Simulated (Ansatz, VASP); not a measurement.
Cu: VASP beside Ansatz

INCAR

```
SYSTEM = Cu
  ALGO = Normal
  DIPOL = 0.5 0.5 0.500
  EDIFF = 1E-6
  ENCUT = 520
  GGA = PE
  IDIPOL = 3
  ISIF = 2
  ISMEAR = -1
  LASPH = .TRUE.
  LCHARG = .TRUE.
  LDIPOL = .TRUE.
  LELF = .TRUE.
  LREAL = .FALSE.
  LVACPOTAV = .TRUE.
  LVHAR = .TRUE.
  LWAVE = .FALSE.
  NBANDS = 36
  NELM = 100
  PREC = Accurate
  SIGMA = 0.1
```

File KPOINTS:

```
k-points
0
G
  15 15 1
  0 0 0
```

Contents of POSCAR:

```
Cu
1.0
    2.5665139635      0.0000000000      0.0000000000
   -1.2832569818      2.2226662916      0.0000000000
    0.0000000000      0.0000000000     30.3412000000
Cu
5
Direct
    0.8333333333      0.1666666667      0.3625435331
    0.1666666667      0.8333333333      0.4310404455
    0.5000000000      0.5000000000      0.4999999943
    0.8333333333      0.1666666667      0.5689595471
    0.1666666667      0.8333333333      0.6374564669
```

Input for Ansatz:

```yaml
crystal:
  lattice:
    - [2.5665139635, 0.0, 0.0]
    - [-1.2832569818, 2.2226662916, 0.0]
    - [0.0, 0.0, 30.3412]
  atoms:
    - { symbol: Cu, position: [0.8333333333, 0.1666666667, 0.3625435331] }
    - { symbol: Cu, position: [0.1666666667, 0.8333333333, 0.4310404455] }
    - { symbol: Cu, position: [0.5, 0.5, 0.4999999943] }
    - { symbol: Cu, position: [0.8333333333, 0.1666666667, 0.5689595471] }
    - { symbol: Cu, position: [0.1666666667, 0.8333333333, 0.6374564669] }
kpoints:
  mp_grid: { grid: [15, 15, 1] }
scf:
  occupations: { method: fermi_dirac, width: 0.1 }
hamiltonian:
  xc: pbe
  pseudopotentials: { kind: all_electron, lapw: { basis_error: 0.001 } }
output:
  forces: true
  stress: true
  eigenvalues: true
efield:
  axis: 3
  amplitude: 0
  dipole_correction: true
```

Alike in both runs: task single point; functional PBE; k mesh 15 × 15 × 1; occupations fermi-dirac, width 0.1 eV; no spin polarisation.

|  | VASP | Ansatz |
| --- | --- | --- |
| version | VASP 6.6.1 | Ansatz 0.2.0 |
| potentials or method | VASP PAW PBE potentials, release 64 (Cu), cutoff 520 eV | all-electron LAPW, scalar-relativistic |

|  | VASP | Ansatz | Ansatz less VASP |
| --- | --- | --- | --- |
| rms of the force components (eV/Å) | 0.007 | 0.001 | -0.0068 |

Atom by atom the forces differ by 0.008 eV/Å (rms over components). Ansatz ran all-electron here, and VASP with PAW potentials.
